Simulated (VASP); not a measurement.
Set up this calculation in VASP 6.6.1, as the native input.

```
Task                   : single point
Functional             : PBE
Potentials or basis    : VASP PAW PBE potentials, release 64 (Li_sv, Cl)
Cutoff                 : 520 eV
k mesh                 : 8 × 8 × 8
Occupations            : fermi-dirac, width 0.02 eV
Spin                   : no spin polarisation
Dipole correction      : no
Further INCAR settings : ALGO = Normal; EDIFF = 1e-06; NBANDS = 12
```

The structure of LiCl lies in POSCAR:

```
LiCl
1.0
    0.0000000000      2.6209482466      2.5560252063
    2.5560252063      0.0000000000      2.5560252063
    2.5560252063      2.6209482466      0.0000000000
Li Cl
1 1
Direct
    0.0000000000      0.0000000000      0.0000000000
    0.5000000000      0.5000000000      0.5000000000
```

This cell differs from its parent crystal: uniaxial y strain +2.5%.

These files were run (other wordings do the same):

INCAR

```
SYSTEM = LiCl
PREC = Accurate
ENCUT = 520
EDIFF = 1E-6
ISMEAR = -1
SIGMA = 0.02
LREAL = .False.
LASPH = .True.
NELM = 100
ALGO = Normal
ISIF = 2
LWAVE = .False.
LCHARG = .False.
GGA = PE
NBANDS = 12
```

KPOINTS

```
regular mesh
0
Gamma
  8 8 8
  0 0 0
```

Potentials or basis: VASP PAW PBE potentials, release 64 (Li_sv, Cl).

Run with:

```console
$ cat potpaw_PBE.64/Li_sv/POTCAR potpaw_PBE.64/Cl/POTCAR > POTCAR
$ mpirun -np 1 vasp_std > vasp.out
```

It gave:

```yaml
Band_gap_on_the_k_mesh: 6.22 eV, direct
```

Caveat: the cell differs from its parent crystal (uniaxial y strain +2.5%).

Run time: 20 s on 1 thread of Oxide Virtual Turin-like Processor, on a shared host, peak memory 0.12 GiB.
